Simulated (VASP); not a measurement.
# Fe (P6_3/mmc) in VASP: further runs, part 2 of 2

VASP 6.6.1.

## Step 4: Single point, PBEsol

This run uses another cell than the first one, of the same volume but with other edges.

INCAR

```
SYSTEM = Fe
PREC = Accurate
ENCUT = 520
EDIFF = 1E-7
ISMEAR = 0
SIGMA = 0.15
LREAL = .False.
LASPH = .True.
NELM = 80
ALGO = Fast
ISIF = 2
LWAVE = .False.
LCHARG = .False.
GGA = PS
NBANDS = 15
```

KPOINTS

```
regular mesh
0
Gamma
  24 24 14
  0 0 0
```

POSCAR

```
Fe
1.0
    2.6221167714      0.0000000000      0.0000000000
   -1.3110583857      2.2708197357      0.0000000000
    0.0000000000      0.0000000000      3.3108787596
Fe
2
Direct
    0.3333333333      0.6666666667      0.2500000000
    0.6666666667      0.3333333333      0.7500000000
```

Potentials or basis: VASP PAW PBE potentials, release 64 (Fe).

Launch:

```bash
$ cat potpaw_PBE.64/Fe/POTCAR > POTCAR
$ mpirun -np 1 vasp_std > vasp.out
```

OUTCAR:

```text
SYSTEM = Fe
   PREC = Accurate
   ENCUT = 520
   EDIFF = 1E-7
   ISMEAR = 0
   LREAL = .False.
   LASPH = .True.
   NELM = 80
   ISIF = 2
   GGA = PS

 ion  position               nearest neighbor table
   1  0.333  0.667  0.250-   2 2.24   2 2.24   2 2.24   2 2.24   2 2.24   2 2.24
   2  0.667  0.333  0.750-   1 2.24   1 2.24   1 2.24   1 2.24   1 2.24   1 2.24

  LATTYP: Found a hexagonal cell.
 ALAT       =     2.6221167714
 C/A-ratio  =     1.2626740333

  Lattice vectors:

[... 624 lines left out ...]

  FORCE on cell =-STRESS in cart. coord.  units (eV):
  Direction    XX          YY          ZZ          XY          YZ          ZX
  --------------------------------------------------------------------------------------
  -------------------------------------------------------------------------------------
  Total       -1.3575045     -1.3575045      7.6372712      0.0000000     -0.0000000     -0.0000000
  in kB     -110.3249934   -110.3249934    620.6843950      0.0000000     -0.0000000     -0.0000000
  external PRESSURE =     133.3448027 kB  Pullay stress =       0.0000000 kB

 VOLUME and BASIS-vectors are now :
 -----------------------------------------------------------------------------
  energy-cutoff  :      520.00
  volume of cell :       19.71
      direct lattice vectors                 reciprocal lattice vectors
     2.622116771  0.000000000  0.000000000     0.381371269  0.220184805  0.000000000
    -1.311058386  2.270819736  0.000000000     0.000000000  0.440369609  0.000000000
     0.000000000  0.000000000  3.310878760     0.000000000  0.000000000  0.302034618

 POSITION                                       TOTAL-FORCE (eV/Angst)
 -----------------------------------------------------------------------------------
     -0.00000      1.51388      0.82772         0.000000      0.000000      0.000000
      1.31106      0.75694      2.48316         0.000000     -0.000000      0.000000
 -----------------------------------------------------------------------------------
    total drift:                               -0.000000      0.000000     -0.000000

  FREE ENERGIE OF THE ION-ELECTRON SYSTEM (eV)
  ---------------------------------------------------
  free  energy   TOTEN  =       -17.0743579082 eV

  energy  without entropy=      -17.0459483188  energy(sigma->0) =      -17.06015311
```

Run time: 75 s. Hardware: 1 thread of AMD EPYC 9R45 (Zen 5), shared host; peak memory 0.2 GiB.

What came out:

```
Free energy            : -17.0744 eV
Pressure               : 13.3 GPa
Band gap on the k mesh : zero (band 8 reaches 8.13 eV, above the bottom of band 9 at 6.69 eV)
```

Caveat: the PAW data sets were made with another functional, which shifts forces and pressure a little; the run has no spin polarisation, though such a crystal can be magnetic.

## Step 5: Single point, PBEsol

This run uses another cell than the first one, of the same volume but with other edges.

INCAR

```
SYSTEM = Fe
  PREC = Accurate
  ENCUT = 520
  EDIFF = 1E-6
  ISMEAR = 0
  SIGMA = 0.15
  LREAL = .False.
  LASPH = .True.
  NELM = 80
  ALGO = Fast
  ISIF = 2
  LWAVE = .False.
  LCHARG = .False.
  GGA = PS
  NBANDS = 15
```

KPOINTS is that of step 4.

POSCAR

```
Fe
1.0
    2.2303220253      0.0000000000      0.0000000000
   -1.1151610127      1.9315155325      0.0000000000
    0.0000000000      0.0000000000      4.5762757743
Fe
2
Direct
    0.3333333333      0.6666666667      0.2500000000
    0.6666666667      0.3333333333      0.7500000000
```

Potentials or basis: VASP PAW PBE potentials, release 64 (Fe).

Launch:

```bash
$ cat potpaw_PBE.64/Fe/POTCAR > POTCAR
$ mpirun -np 1 vasp_std > vasp.out
```

OUTCAR:

```text
SYSTEM = Fe
   PREC = Accurate
   ENCUT = 520
   EDIFF = 1E-6
   ISMEAR = 0
   LREAL = .False.
   LASPH = .True.
   NELM = 80
   ISIF = 2
   GGA = PS

 ion  position               nearest neighbor table
   1  0.333  0.667  0.250-   2 2.63   2 2.63   2 2.63   2 2.63   2 2.63   2 2.63
   2  0.667  0.333  0.750-   1 2.63   1 2.63   1 2.63   1 2.63   1 2.63   1 2.63

  LATTYP: Found a hexagonal cell.
 ALAT       =     2.2303220253
 C/A-ratio  =     2.0518453041

  Lattice vectors:

 A1 = (   2.2303220253,   0.0000000000,   0.0000000000)
 A2 = (  -1.1151610127,   1.9315155325,   0.0000000000)
 A3 = (   0.0000000000,   0.0000000000,   4.5762757743)

Analysis of symmetry for initial positions (statically):
=====================================================================
 Subroutine PRICEL returns:
 Original cell was already a primitive cell.

 Routine SETGRP: Setting up the symmetry group for a
 hexagonal supercell.

 Subroutine GETGRP returns: Found 24 space group operations
 (whereof 12 operations were pure point group operations)
 out of a pool of 24 trial point group operations.

The static configuration has the point symmetry D_3d.
[... 181 lines left out ...]
      8       5.6640      2.00000
      9       7.5463      0.00357
     10       7.5463      0.00357
     11       8.1068      0.00000
     12       8.1068      0.00000
     13      12.6593      0.00000
     14      25.9145      0.00000
[... 401 lines left out ...]
      2       2.2897      2.00000
      3       2.6216      2.00000
      4       4.5206      2.00000
      5       5.5865      2.00000
      6       6.1923      2.00000
      7       6.4242      2.00000
      8       7.8087      0.00000
      9       8.8659      0.00000
     10       8.9529      0.00000
     11      10.4919      0.00000
     12      13.0180      0.00000
     13      17.0470      0.00000
     14      19.0855      0.00000
     15      20.6218      0.00000

 [... further k-points ...]

------------------------ aborting loop because EDIFF is reached ----------------------------------------

  FORCE on cell =-STRESS in cart. coord.  units (eV):
  Direction    XX          YY          ZZ          XY          YZ          ZX
  --------------------------------------------------------------------------------------
  -------------------------------------------------------------------------------------
  Total        6.5785740      6.5785740     -5.6974877     -0.0000000     -0.0000000     -0.0000000
  in kB      534.6436102    534.6436102   -463.0373384     -0.0000000     -0.0000000     -0.0000000
  external PRESSURE =     202.0832940 kB  Pullay stress =       0.0000000 kB

 VOLUME and BASIS-vectors are now :
 -----------------------------------------------------------------------------
  energy-cutoff  :      520.00
  volume of cell :       19.71
      direct lattice vectors                 reciprocal lattice vectors
     2.230322025  0.000000000  0.000000000     0.448365747  0.258864085  0.000000000
    -1.115161013  1.931515532  0.000000000     0.000000000  0.517728169  0.000000000
     0.000000000  0.000000000  4.576275774     0.000000000  0.000000000  0.218518299

 POSITION                                       TOTAL-FORCE (eV/Angst)
 -----------------------------------------------------------------------------------
     -0.00000      1.28768      1.14407         0.000000     -0.000000      0.000000
      1.11516      0.64384      3.43221         0.000000      0.000000      0.000000
 -----------------------------------------------------------------------------------
    total drift:                                0.000000     -0.000000     -0.000000

  FREE ENERGIE OF THE ION-ELECTRON SYSTEM (eV)
  ---------------------------------------------------
  free  energy   TOTEN  =       -16.6780638167 eV

  energy  without entropy=      -16.6347519300  energy(sigma->0) =      -16.65640787
```

OSZICAR:

```text
N       E                     dE             d eps       ncg     rms          rms(c)
DAV:   1     0.757841617919E+02    0.75784E+02   -0.72956E+03 15072   0.145E+03
DAV:   2    -0.175965383422E+02   -0.93381E+02   -0.83580E+02 14647   0.245E+02
DAV:   3    -0.195890801667E+02   -0.19925E+01   -0.18973E+01 17755   0.515E+01
DAV:   4    -0.196014164723E+02   -0.12336E-01   -0.12334E-01 17608   0.348E+00
DAV:   5    -0.196015819727E+02   -0.16550E-03   -0.16550E-03 18392   0.401E-01    0.193E+01
RMM:   6    -0.168419066662E+02    0.27597E+01   -0.10422E+01 15964   0.481E+01    0.273E+00
RMM:   7    -0.167166028843E+02    0.12530E+00   -0.84850E-01 16155   0.155E+01    0.194E+00
RMM:   8    -0.166857925381E+02    0.30810E-01   -0.11527E-01 16791   0.252E+00    0.485E-01
RMM:   9    -0.166780487037E+02    0.77438E-02   -0.25801E-02 16242   0.269E+00    0.274E-01
RMM:  10    -0.166781862908E+02   -0.13759E-03   -0.60600E-03 16866   0.633E-01    0.130E-01
RMM:  11    -0.166780359006E+02    0.15039E-03   -0.16456E-03 16501   0.683E-01    0.306E-02
RMM:  12    -0.166780609980E+02   -0.25097E-04   -0.22049E-04 16561   0.126E-01    0.139E-02
RMM:  13    -0.166780632522E+02   -0.22541E-05   -0.14221E-05 16255   0.449E-02    0.448E-03
RMM:  14    -0.166780638167E+02   -0.56449E-06   -0.42640E-06 12715   0.213E-02
   1 F= -.16678064E+02 E0= -.16656408E+02  d E =-.433119E-01
```

Wall time 68 s (1 thread of AMD EPYC 9R45 (Zen 5), shared host); peak memory 0.21 GiB.

What came out:

```
Free energy            : -16.6781 eV
Pressure               : 20.2 GPa
Band gap on the k mesh : zero (band 8 reaches 7.90 eV, above the bottom of band 9 at 6.64 eV)
```

Stress tensor (GPa, compression positive):
```
 53.46   0.00   0.00
  0.00  53.46   0.00
  0.00   0.00 -46.30
```

Levels at points of the mesh, in eV from the Fermi level:
```
           k point  band 4  band 5  band 6  band 7  band 8  band 9  band 10  band 11  band 12  band 13
(0.00, 0.00, 0.00)   -2.27   -1.73   -1.73   -1.57   -1.57    0.31     0.31     0.87     0.87     5.42
(0.50, 0.00, 0.00)   -2.74   -1.61   -1.00   -0.77    0.62    1.82     1.86     3.17     5.50     9.85
(0.00, 0.00, 0.50)   -3.43   -1.68   -1.68   -1.68   -1.68    0.62     0.62     0.62     0.62    11.30
(0.50, 0.00, 0.50)   -4.05   -0.12   -0.12    0.16    0.16    1.84     1.84     2.82     2.82    10.33
```

Caveat: the PAW data sets were made with another functional, which shifts forces and pressure a little; the run has no spin polarisation, though such a crystal can be magnetic. Spin polarisation is off, so any magnetic state and its effect on volume and gap are missing.

## Step 6: Overview

| cell | further INCAR settings | gap on the mesh (eV) | pressure (GPa) |
| --- | --- | --- | --- |
| a = 2.468, b = 2.468, c = 3.739 Å, angles 90.0, 90.0, 120.0°, 2 atoms | ALGO = Fast; EDIFF = 1e-06; NBANDS = 15 | none | -0.7 |
| a = 2.395, b = 2.395, c = 3.969 Å, angles 90.0, 90.0, 120.0°, 2 atoms | ALGO = Fast; EDIFF = 1e-07; NBANDS = 15 | none | -1.3 |
| a = 2.622, b = 2.622, c = 3.311 Å, angles 90.0, 90.0, 120.0°, 2 atoms | ALGO = Fast; EDIFF = 1e-07; NBANDS = 15 | none | 13.3 |
| a = 2.230, b = 2.230, c = 4.576 Å, angles 90.0, 90.0, 120.0°, 2 atoms | ALGO = Fast; EDIFF = 1e-06; NBANDS = 15 | none | 20.2 |

Alike in all rows: task single point; level PBEsol; potentials or basis VASP PAW PBE potentials, release 64 (Fe); no spin polarisation; k mesh 24 × 24 × 14; cutoff (eV) 520; smearing gaussian 0.15 eV.

Caveats: the PAW data sets were made with another functional, which shifts forces and pressure a little; the run has no spin polarisation, though such a crystal can be magnetic.

Absolute energies hang on the potentials; compare differences alone.
